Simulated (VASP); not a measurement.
A run of VASP 6.6.1 is set up as follows.

Contents of INCAR:

```
PREC = Accurate ; ENCUT = 520
EDIFF = 1E-6 ; ISMEAR = 0
SIGMA = 0.1 ; LREAL = F
LASPH = T ; NELM = 100
ALGO = Normal ; ISIF = 2
LWAVE = F ; LCHARG = T
GGA = PE ; LELF = T
LVHAR = T ; NBANDS = 28
```

KPOINTS

```
Automatic mesh
0
Gamma
  6 6 4
```

File POSCAR:

```
Na4Cu
1.0
    6.3274617145     -0.0000000039      0.0000000000
   -3.1637308539      5.4797425882      0.0000000000
    0.0000000000      0.0000000000      5.4107129944
Na Cu
4 1
Direct
    0.0000000000      0.0000000000      0.2029791922
    0.5000000000      0.0000000000      0.7030752114
    0.0000000000      0.5000000000      0.7030752114
    0.5000000000      0.5000000000      0.7030752114
    0.0000000000      0.0000000000      0.7029914237
```

Potentials or basis: VASP PAW PBE potentials, release 64 (Na_pv, Cu).

Run with:

```bash
$ cat potpaw_PBE.64/Na_pv/POTCAR potpaw_PBE.64/Cu/POTCAR > POTCAR
$ mpirun -np 1 vasp_std > vasp.out
```

Problem. What does it give for the pressure?

Solution. 0.3 GPa.

Stress tensor (GPa, compression positive):
```
0.40 0.00 0.00
0.00 0.40 0.00
0.00 0.00 0.03
```
